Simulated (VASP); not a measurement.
A run of VASP 6.6.1 is set up as follows.

Contents of INCAR:

```
SYSTEM = SrRe2
PREC = Accurate
ENCUT = 600
EDIFF = 1E-6
ISMEAR = 0
SIGMA = 0.1
LREAL = .FALSE.
LASPH = .TRUE.
NELM = 60
ALGO = Fast
ISIF = 3
LWAVE = .FALSE.
LCHARG = .FALSE.
GGA = PE
IBRION = 2
NSW = 100
EDIFFG = -0.01
```

The input KPOINTS:

```
Automatic mesh
0
G
  8 8 8
  0 0 0
```

POSCAR

```
SrRe2
1.0
    0.0000000000      3.9544111578      3.9544111578
    3.9544111578      0.0000000000      3.9544111578
    3.9544111578      3.9544111578      0.0000000000
Sr Re
2 4
Direct
    0.0000000000      0.0000000000      0.0000000000
    0.2500000000      0.2500000000      0.2500000000
    0.6250000000      0.6250000000      0.6250000000
    0.1250000000      0.6250000000      0.6250000000
    0.6250000000      0.6250000000      0.1250000000
    0.6250000000      0.1250000000      0.6250000000
```

Potentials or basis: VASP PAW PBE potentials, release 64 (Sr_sv, Re).

Launch:

```console
$ cat potpaw_PBE.64/Sr_sv/POTCAR potpaw_PBE.64/Re/POTCAR > POTCAR
$ mpirun -np 1 vasp_std > vasp.out
```

Predict the band gap on the k mesh.

zero (bands 24 and 25 overlap by 1.92 eV).

Predict the space group after relaxing (to 0.1 Å).

Fd-3m (No. 227).

What does it give for the relaxed cell?

a = 5.536 Å, b = 5.536 Å, c = 5.536 Å, α = 60.00°, β = 60.00°, γ = 60.00°.

Estimate the relaxed volume.

20.00 Å³/atom.

Step by step:
| step | energy change (eV) | largest force (eV/Å) | pressure (GPa) | volume (Å³) |
| --- | --- | --- | --- | --- |
| 1 | 0.0000 | 0.0000 | -4.25 | 123.67 |
| 2 | 0.0957 | 0.0000 | 8.65 | 114.14 |
| 3 | -0.0536 | 0.0000 | -0.03 | 119.97 |

Caveat: spin-orbit coupling is left out, which moves the levels of the heavy elements.
